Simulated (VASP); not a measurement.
# Hf3B2: relaxation of cell and atoms with PBE

Hf3B2:

```
CELL_PARAMETERS angstrom
4.28715 0.00000 0.00000
0.00000 4.28715 0.00000
0.00000 0.00000 4.05600
ATOMIC_POSITIONS crystal
Hf 0.00000 0.50000 0.05701
Hf 0.00000 0.00000 0.50000
Hf 0.50000 0.00000 0.94299
B 0.50000 0.50000 0.50000
B 0.00000 0.00000 0.00000
```

* Program: VASP 6.6.1
* Task: relaxation of cell and atoms
* Functional: PBE
* Potentials or basis: VASP PAW PBE potentials, release 64 (Hf_pv, B)
* Cutoff: 600 eV
* k mesh: 4 × 4 × 4
* Occupations: gaussian, width 0.1 eV
* Spin: no spin polarisation
* Dipole correction: no
* Further INCAR settings: ALGO = Normal; EDIFF = 1e-06; IBRION = 2; EDIFFG = -0.04; NSW = 90; ISIF = 3

```
Relaxed volume                        : 17.40 Å³/atom
Relaxed cell                          : a = 4.434 Å, b = 4.434 Å, c = 4.424 Å, α = 90.00°, β = 90.00°, γ = 90.00°
Space group after relaxing (to 0.1 Å) : Pm-3m (No. 221)
Energy gained by relaxing             : 333.6 meV/atom
Ionic steps                           : 8
Pressure after relaxing               : -0.1 GPa
Largest force after relaxing          : 0.038 eV/Å
Band gap on the k mesh                : zero (bands 18 and 19 overlap by 1.90 eV)
```

Forces in eV/Å, atoms in the order of the input:
```
Hf   0.000  0.000 -0.038
Hf   0.000  0.000  0.000
Hf   0.000  0.000  0.038
B    0.000  0.000  0.000
B    0.000  0.000  0.000
```

Stress tensor (GPa, compression positive):
```
-0.31  0.00  0.00
 0.00 -0.31  0.00
 0.00  0.00  0.36
```

Step by step:
```tsv
step	energy change (eV)	largest force (eV/Å)	pressure (GPa)	volume (Å³)
1	0.0000	2.3077	27.99	74.55
2	-0.3275	0.5319	-17.04	106.07
3	-1.4057	1.2377	-3.04	89.58
4	-1.4081	1.2728	-2.22	88.98
5	-1.5543	0.8462	-0.46	87.46
6	-1.5833	0.5747	0.93	86.48
7	-1.6635	0.1738	0.12	86.88
8	-1.6682	0.0383	-0.08	86.99
```

Final structure:
```cif
data_structure
_symmetry_space_group_name_H-M 'P 1'
_symmetry_Int_Tables_number 1
_cell_length_a 4.4345
_cell_length_b 4.4345
_cell_length_c 4.4238
_cell_angle_alpha 90.000
_cell_angle_beta 90.000
_cell_angle_gamma 90.000
_cell_volume 86.99
loop_
_atom_site_label
_atom_site_type_symbol
_atom_site_fract_x
_atom_site_fract_y
_atom_site_fract_z
_atom_site_occupancy
Hf1 Hf 0.00000 0.50000 0.00120 1
Hf2 Hf 0.00000 0.00000 0.50000 1
Hf3 Hf 0.50000 0.00000 0.99880 1
B1 B 0.50000 0.50000 0.50000 1
B2 B 0.00000 0.00000 0.00000 1
```

Levels at points of the mesh, in eV from the Fermi level:
| k point | band 16 | band 17 | band 18 | band 19 | band 20 | band 21 |
| --- | --- | --- | --- | --- | --- | --- |
| (0.00, 0.00, 0.00) | -1.57 | -0.60 | -0.60 | -0.57 | 1.80 | 1.80 |
| (0.50, 0.00, 0.00) | -1.28 | -1.25 | -1.11 | 0.03 | 1.24 | 1.88 |
| (0.50, 0.50, 0.00) | -2.04 | -1.80 | 0.73 | 0.73 | 1.23 | 1.23 |
| (0.00, 0.00, 0.50) | -1.29 | -1.29 | -1.11 | 0.03 | 1.27 | 1.88 |
| (0.50, 0.00, 0.50) | -2.04 | -1.81 | 0.72 | 0.72 | 1.22 | 1.25 |
| (0.50, 0.50, 0.50) | -1.33 | -1.33 | 0.92 | 0.95 | 0.95 | 1.12 |

It took 3.7 min on 1 thread of Intel Xeon 8259CL, with other jobs on the host, peak memory 0.22 GiB.

Caveat: the k points lie up to 0.36 Å⁻¹ apart in the final cell, too coarse for converged energies and pressures of a metal; the volume moved by over 15 % at a fixed basis, so the end points are rough; spin-orbit coupling is left out, which moves the levels of the heavy elements.
